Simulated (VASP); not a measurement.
# VCo (Pm-3m) in VASP: single point with LDA

Aim: the single point of VCo with LDA.

All numbers are computed with VASP 6.6.1; they aren't measurements. Logs are shortened: lines on timing, memory, paths and dates and some standing lists are left out, and cuts for length are marked.

**1. The cell of the first run**

It takes space group Pm-3m (No. 221, cubic). The conventional cell has a = 2.890 Å, b = 2.890 Å, c = 2.890 Å, α = 90.00°, β = 90.00°, γ = 90.00°. V (site symmetry m-3m) has 8 Co at 2.50 Å and 6 V at 2.89 Å within 3.3 Å. Co (site symmetry m-3m) has 8 V at 2.50 Å and 6 Co at 2.89 Å within 3.3 Å.

**2. Single point, LDA, collinear spin, ferrimagnetic start**

Input file INCAR:

```
PREC     = Accurate       # precision mode
ENCUT    = 520            # plane-wave cutoff, eV
EDIFF    = 1E-7           # SCF threshold, eV
ISMEAR   = 0              # smearing method
SIGMA    = 0.15           # smearing width, eV
LREAL    = False          # projectors in reciprocal space
LASPH    = True           # aspherical terms in the spheres
NELM     = 150            # most SCF steps
ALGO     = Normal         # electronic algorithm
ISIF     = 2              # what is computed and relaxed
LWAVE    = False          # write WAVECAR
LCHARG   = False          # write CHGCAR
ISPIN    = 2              # spin polarisation
MAGMOM   = 2 -3.2         # initial moments
LORBIT   = 11             # projections on sites
LMAXMIX  = 4              # l up to which the mixer works
NBANDS   = 22             # bands
```

Input file KPOINTS:

```
regular mesh
0
Gamma
  9 9 9
```

Input file POSCAR:

```
VCo
1.0
    2.8904280000      0.0000000000      0.0000000000
    0.0000000000      2.8904280000      0.0000000000
    0.0000000000      0.0000000000      2.8904280000
V Co
1 1
Direct
    0.0000000000      0.0000000000      0.0000000000
    0.5000000000      0.5000000000      0.5000000000
```

Potentials or basis: VASP PAW LDA potentials, release 64 (V_sv, Co).

Run with:

```console
> cat potpaw_LDA.64/V_sv/POTCAR potpaw_LDA.64/Co/POTCAR > POTCAR
> mpirun -np 1 vasp_std > vasp.out
```

OUTCAR:

```text
PREC = Accurate
   ENCUT = 520
   EDIFF = 1E-7
   ISMEAR = 0
   LREAL = False
   LASPH = True
   NELM = 150
   ISIF = 2
   ISPIN = 2
   LORBIT = 11

 ion  position               nearest neighbor table
   1  0.000  0.000  0.000-   2 2.50   2 2.50   2 2.50   2 2.50   2 2.50   2 2.50   2 2.50   2 2.50

   2  0.500  0.500  0.500-   1 2.50   1 2.50   1 2.50   1 2.50   1 2.50   1 2.50   1 2.50   1 2.50

  LATTYP: Found a simple cubic cell.
 ALAT       =     2.8904280000

  Lattice vectors:

 A1 = (   2.8904280000,   0.0000000000,   0.0000000000)
 A2 = (   0.0000000000,   2.8904280000,   0.0000000000)
 A3 = (   0.0000000000,   0.0000000000,   2.8904280000)

Analysis of symmetry for initial positions (statically):
=====================================================================
 Subroutine PRICEL returns:
 Original cell was already a primitive cell.

 Routine SETGRP: Setting up the symmetry group for a
 simple cubic supercell.

 Subroutine GETGRP returns: Found 48 space group operations
 (whereof 48 operations were pure point group operations)
 out of a pool of 48 trial point group operations.

The static configuration has the point symmetry O_h .

Analysis of symmetry for dynamics (positions and initial velocities):
=====================================================================
 Subroutine PRICEL returns:
 Original cell was already a primitive cell.

 Routine SETGRP: Setting up the symmetry group for a
 simple cubic supercell.

 Subroutine GETGRP returns: Found 48 space group operations
 (whereof 48 operations were pure point group operations)
 out of a pool of 48 trial point group operations.

The dynamic configuration has the point symmetry O_h .

Analysis of structural, dynamic, and magnetic symmetry:
=====================================================================
 Subroutine PRICEL returns:
 Original cell was already a primitive cell.

 Routine SETGRP: Setting up the symmetry group for a
 simple cubic supercell.

 Subroutine GETGRP returns: Found 48 space group operations
 (whereof 48 operations were pure point group operations)
 out of a pool of 48 trial point group operations.

The overall configuration has the point symmetry O_h .

 Subroutine INISYM returns: Found 48 space group operations
 (whereof 48 operations are pure point group operations),
 and found     1 'primitive' translations

----------------------------------------------------------------------------------------

                                     Primitive cell

  volume of cell :      24.1483

  direct lattice vectors                    reciprocal lattice vectors
     2.890428000  0.000000000  0.000000000     0.345969524  0.000000000  0.000000000
     0.000000000  2.890428000  0.000000000     0.000000000  0.345969524  0.000000000
     0.000000000  0.000000000  2.890428000     0.000000000  0.000000000  0.345969524

  length of vectors
     2.890428000  2.890428000  2.890428000     0.345969524  0.345969524  0.345969524

  position of ions in fractional coordinates (direct lattice)
     0.000000000  0.000000000  0.000000000
     0.500000000  0.500000000  0.500000000

  ion indices of the primitive-cell ions
   primitive index   ion index
                 1           1
                 2           2

----------------------------------------------------------------------------------------

 KPOINTS: regular mesh

Automatic generation of k-mesh.
 Grid dimensions read from file:
 generate k-points for:    9    9    9

 Generating k-lattice:

  Cartesian coordinates                     Fractional coordinates (reciprocal lattice)
     0.038441058  0.000000000  0.000000000     0.111111111  0.000000000  0.000000000
     0.000000000  0.038441058  0.000000000     0.000000000  0.111111111  0.000000000
     0.000000000  0.000000000  0.038441058     0.000000000  0.000000000  0.111111111

  Length of vectors
     0.038441058  0.038441058  0.038441058

  Shift w.r.t. Gamma in fractional coordinates (k-lattice)
     0.000000000  0.000000000  0.000000000

 Subroutine IBZKPT returns following result:
 ===========================================

 Found     35 irreducible k-points:

 Following reciprocal coordinates:
            Coordinates               Weight
  0.000000  0.000000  0.000000      1.000000
  0.111111  0.000000  0.000000      6.000000
  0.222222  0.000000  0.000000      6.000000
  0.333333  0.000000  0.000000      6.000000
  0.444444  0.000000  0.000000      6.000000
  0.111111  0.111111  0.000000     12.000000
[... 16 lines left out ...]
  0.333333  0.333333  0.111111     24.000000
  0.444444  0.333333  0.111111     48.000000
 [... further k-points ...]
   k-points           NKPTS =     35   k-points in BZ     NKDIM =     35   number of bands    NBANDS=     22
   number of dos      NEDOS =    301   number of ions     NIONS =      2
   total plane-waves  NPLWV =  13824
   dimension x,y,z NGX =    24 NGY =   24 NGZ =   24
   dimension x,y,z NGXF=    48 NGYF=   48 NGZF=   48
   ions per type =               1   1
   NGX,Y,Z   is equivalent  to a cutoff of  13.80, 13.80, 13.80 a.u.
   NGXF,Y,Z  is equivalent  to a cutoff of  27.61, 27.61, 27.61 a.u.
 SYSTEM =  unknown system
   PREC   = accura    normal or accurate (medium, high low for compatibility)
   ISTART =      0    job   : 0-new  1-cont  2-samecut
   ICHARG =      2    charge: 1-file 2-atom 10-const
   ISPIN  =      2    spin polarized calculation?
   LNONCOLLINEAR =      F non collinear calculations
   LSORBIT =      F    spin-orbit coupling
   LASPH  =      T    aspherical Exc in radial PAW
   ENCUT  =  520.0 eV  38.22 Ry    6.18 a.u.   5.37  5.37  5.37*2*pi/ulx,y,z
   NELM   =    150;   NELMIN=  2; NELMDL= -5     # of ELM steps
   EDIFF  = 0.1E-06   stopping-criterion for ELM
   LREAL  =      F    real-space projection
   EDIFFG = 0.1E-05   stopping-criterion for IOM
   NSW    =      0    number of steps for IOM
   IBRION =     -1    ionic relax: 0-MD 1-quasi-New 2-CG
   NFREE  =      0    steps in history (QN), initial steepest desc. (CG)
   ISIF   =      2    stress and relaxation
   ISYM   =      2    0-nonsym 1-usesym 2-fastsym
   POTIM  = 0.5000    time-step for ionic-motion
   TEBEG  =    0.0;   TEEND  =   0.0 temperature during run
   PSTRESS=    0.0 pullay stress
   NELECT =      22.0000    total number of electrons
   NUPDOWN=      -1.0000    fix difference up-down
   EMIN   =  10.00;   EMAX   =-10.00  energy-range for DOS
   EFERMI =   0.00;   METHOD = LEGACY
   ISMEAR =     0;   SIGMA  =   0.15  broadening in eV -4-tet -1-fermi 0-gaus
   EFERMI_NEDOS =   21; number of points for ismear=-14 and -15
   IALGO  =     38    algorithm
   IMIX   =      4    mixing-type and parameters
     AMIX     =   0.40;   BMIX     =  1.00
     AMIX_MAG =   1.60;   BMIX_MAG =  1.00
  volume/ion in A,a.u.               =      12.07        81.48
  Fermi-wavevector in a.u.,A,eV,Ry     =   1.587036  2.999064 34.268786  2.518685
  Thomas-Fermi vector in A             =   2.686256
   LORBIT       =     11    0 simple, 1 ext, 2 COOP (PROOUT), +10 PAW based schemes
   GGA     = CA    functional components
   LHFCALC =     F    Hartree Fock is set to
   AEXX    =    0.0000 exact exchange contribution
   IVDW    =     0    specifies the selected vdW correction
   LEPSILON=     F    determine dielectric tensor
   LRPA    =     F    only Hartree local field effects (RPA)
 spin polarized calculation
 Gauss-broadening in eV      SIGMA  =   0.15
  energy-cutoff  :      520.00
  volume of cell :       24.15
 maximum number of plane-waves:       666
 NGX is ok and might be reduce to    24
   NGX = 11   NGY = 11   NGZ = 11

 number of electron      22.0000004 magnetization      -1.6588082

 Free energy of the ion-electron system (eV)
  ---------------------------------------------------
  ext. energy  EPLUGINS =         0.00000000
  ---------------------------------------------------
  free energy    TOTEN  =       -18.14090869 eV

  energy without entropy =      -18.10845145  energy(sigma->0) =      -18.12468007

 E-fermi :  10.2652     XC(G=0): -13.5063

 val. band max:       10.2573991394   @ k =   0.1111   0.0000   0.0000
 cond. band min:      10.2759358453   @ k =   0.4444   0.4444   0.4444
 fundamental gap:      0.0185367059
 Fermi energy:        10.2652325147

 spin component 1

 k-point     1 :       0.0000    0.0000    0.0000
  band No.  band energies     occupation
      1     -53.1660      1.00000
      2     -27.3094      1.00000
      3     -27.3094      1.00000
      4     -27.3094      1.00000
      5       2.2478      1.00000
      6       6.3871      1.00000
[... 14 lines left out ...]
     21      31.1771      0.00000
     22      32.7550      0.00000

 k-point     2 :       0.1111    0.0000    0.0000
  band No.  band energies     occupation
      1     -53.1628      1.00000
      2     -27.3396      1.00000
      3     -27.3074      1.00000
      4     -27.3074      1.00000
      5       2.5040      1.00000
      6       6.5039      1.00000
[... 14 lines left out ...]
     21      31.9601      0.00000
     22      31.9888      0.00000

 k-point     3 :       0.2222    0.0000    0.0000
  band No.  band energies     occupation
      1     -53.1547      1.00000
      2     -27.4155      1.00000
      3     -27.3021      1.00000
      4     -27.3021      1.00000
      5       3.2402      1.00000
      6       6.7740      1.00000
[... 14 lines left out ...]
     21      30.6766      0.00000
     22      32.4094      0.00000
[... 476 lines left out ...]
 k-point    23 :       0.3333    0.3333    0.1111
  band No.  band energies     occupation
      1     -53.1236      1.00000
      2     -27.4761      1.00000
      3     -27.4690      1.00000
      4     -27.3074      1.00000
      5       5.7423      1.00000
      6       6.8873      1.00000
[... 14 lines left out ...]
     21      29.0979      0.00000
     22      30.5922      0.00000

 k-point    24 :       0.4444    0.3333    0.1111
  band No.  band energies     occupation
      1     -53.1181      1.00000
      2     -27.5244      1.00000
      3     -27.4654      1.00000
      4     -27.3024      1.00000
      5       6.0930      1.00000
      6       6.6250      1.00000
[... 14 lines left out ...]
     21      28.5393      0.00000
     22      31.0603      0.00000

 [... further k-points ...]

 spin component 2

 k-point     1 :       0.0000    0.0000    0.0000
  band No.  band energies     occupation
      1     -53.7145      1.00000
      2     -27.8447      1.00000
      3     -27.8447      1.00000
      4     -27.8447      1.00000
      5       2.0351      1.00000
      6       5.6557      1.00000
[... 14 lines left out ...]
     21      30.7807      0.00000
     22      32.6052      0.00000

 k-point     2 :       0.1111    0.0000    0.0000
  band No.  band energies     occupation
      1     -53.7113      1.00000
      2     -27.8742      1.00000
      3     -27.8427      1.00000
      4     -27.8427      1.00000
      5       2.2905      1.00000
      6       5.7660      1.00000
[... 14 lines left out ...]
     21      31.5981      0.00000
     22      31.7755      0.00000

 k-point     3 :       0.2222    0.0000    0.0000
  band No.  band energies     occupation
      1     -53.7033      1.00000
      2     -27.9485      1.00000
      3     -27.8375      1.00000
      4     -27.8375      1.00000
      5       3.0231      1.00000
      6       6.0602      1.00000
[... 14 lines left out ...]
     21      30.4397      0.00000
     22      32.1814      0.00000
[... 476 lines left out ...]
 k-point    23 :       0.3333    0.3333    0.1111
  band No.  band energies     occupation
      1     -53.6727      1.00000
      2     -28.0080      1.00000
      3     -28.0013      1.00000
      4     -27.8428      1.00000
      5       5.3922      1.00000
      6       6.2969      1.00000
[... 14 lines left out ...]
     21      28.8101      0.00000
     22      30.2855      0.00000

 k-point    24 :       0.4444    0.3333    0.1111
  band No.  band energies     occupation
      1     -53.6673      1.00000
      2     -28.0554      1.00000
      3     -27.9977      1.00000
      4     -27.8380      1.00000
      5       5.6281      1.00000
      6       6.1183      1.00000
[... 14 lines left out ...]
     21      28.2716      0.00000
     22      30.7998      0.00000

 [... further k-points ...]

------------------------ aborting loop because EDIFF is reached ----------------------------------------

  FORCE on cell =-STRESS in cart. coord.  units (eV):
  Direction    XX          YY          ZZ          XY          YZ          ZX
  --------------------------------------------------------------------------------------
  -------------------------------------------------------------------------------------
  Total       -2.2450618     -2.2450618     -2.2450618      0.0000000      0.0000000     -0.0000000
  in kB     -148.9540827   -148.9540827   -148.9540827      0.0000000      0.0000000     -0.0000000
  external PRESSURE =    -148.9540827 kB  Pullay stress =       0.0000000 kB

 VOLUME and BASIS-vectors are now :
 -----------------------------------------------------------------------------
  energy-cutoff  :      520.00
  volume of cell :       24.15
      direct lattice vectors                 reciprocal lattice vectors
     2.890428000  0.000000000  0.000000000     0.345969524  0.000000000  0.000000000
     0.000000000  2.890428000  0.000000000     0.000000000  0.345969524  0.000000000
     0.000000000  0.000000000  2.890428000     0.000000000  0.000000000  0.345969524

 POSITION                                       TOTAL-FORCE (eV/Angst)
 -----------------------------------------------------------------------------------
      0.00000      0.00000      0.00000         0.000000      0.000000      0.000000
      1.44521      1.44521      1.44521         0.000000      0.000000      0.000000
 -----------------------------------------------------------------------------------
    total drift:                                0.000000      0.000000     -0.000000

  FREE ENERGIE OF THE ION-ELECTRON SYSTEM (eV)
  ---------------------------------------------------
  free  energy   TOTEN  =       -18.1409086890 eV

  energy  without entropy=      -18.1084514498  energy(sigma->0) =      -18.12468007

 total charge

# of ion       s       p       d       tot
------------------------------------------
    1        2.324   6.243   3.014  11.581
    2        0.535   0.517   7.322   8.374
--------------------------------------------------
tot          2.859   6.760  10.336  19.955

 magnetization (x)

# of ion       s       p       d       tot
------------------------------------------
    1       -0.001   0.001  -0.580  -0.580
    2       -0.019  -0.018  -0.998  -1.034
--------------------------------------------------
tot         -0.019  -0.016  -1.578  -1.614
```

Run time: 24 s. Hardware: 1 thread of Intel Xeon Platinum 8488C (Sapphire Rapids), shared host; peak memory 0.15 GiB.

What came out:

```yaml
Free_energy: -18.1409 eV
Pressure: -14.9 GPa
Net_moment: -1.66 μB per cell
Site_moments: V -0.58; Co -1.03 μB
Valence_electrons_inside_the_program's_atomic_spheres: V 11.58; Co 8.37
```
